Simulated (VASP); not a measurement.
Set up this calculation in VASP 6.6.1, as the native input.

| Item | Value |
| --- | --- |
| Task | single point |
| Functional | PBE |
| Dispersion | D3(BJ) |
| Potentials or basis | VASP PAW PBE potentials, release 64 (Br) |
| Cutoff | 520 eV |
| k mesh | 10 × 10 × 10 |
| Occupations | gaussian, width 0.1 eV |
| Spin | no spin polarisation |
| Dipole correction | no |
| Further INCAR settings | ALGO = Normal; EDIFF = 1e-06; NBANDS = 18 |

The structure of Br lies in POSCAR:

```
Br
1.0
    4.4810828012      0.0000000000      0.0000000000
    0.0000000000      4.4810828012      0.0000000000
    0.0000000000      0.0000000000      4.4810828012
Br
3
Direct
    0.5000000000      0.0000000000      0.0000000000
    0.0000000000      0.5000000000      0.0000000000
    0.0000000000      0.0000000000      0.5000000000
```

The input as run:

INCAR

```
PREC = Accurate ; ENCUT = 520
EDIFF = 1E-6 ; ISMEAR = 0
SIGMA = 0.1 ; LREAL = F
LASPH = T ; NELM = 100
ALGO = Normal ; ISIF = 2
LWAVE = F ; LCHARG = F
GGA = PE ; IVDW = 12
NBANDS = 18
```

KPOINTS

```
regular mesh
0
Gamma
  10 10 10
```

Potentials or basis: VASP PAW PBE potentials, release 64 (Br).

Launch:

```bash
$ cat potpaw_PBE.64/Br/POTCAR > POTCAR
$ mpirun -np 1 vasp_std > vasp.out
```

Results of the run:

The pressure is 0.0 GPa. The band gap on the k mesh is zero (an odd number of electrons rules out a gap without spin polarisation) and the dispersion energy per atom is -0.238 eV.

Caveat: an odd number of electrons without spin polarisation forces a metal; a magnetic or distorted state may lie lower.

It took 66 s on 1 thread of Intel Xeon 8259CL (shared host), peak memory 0.24 GiB.
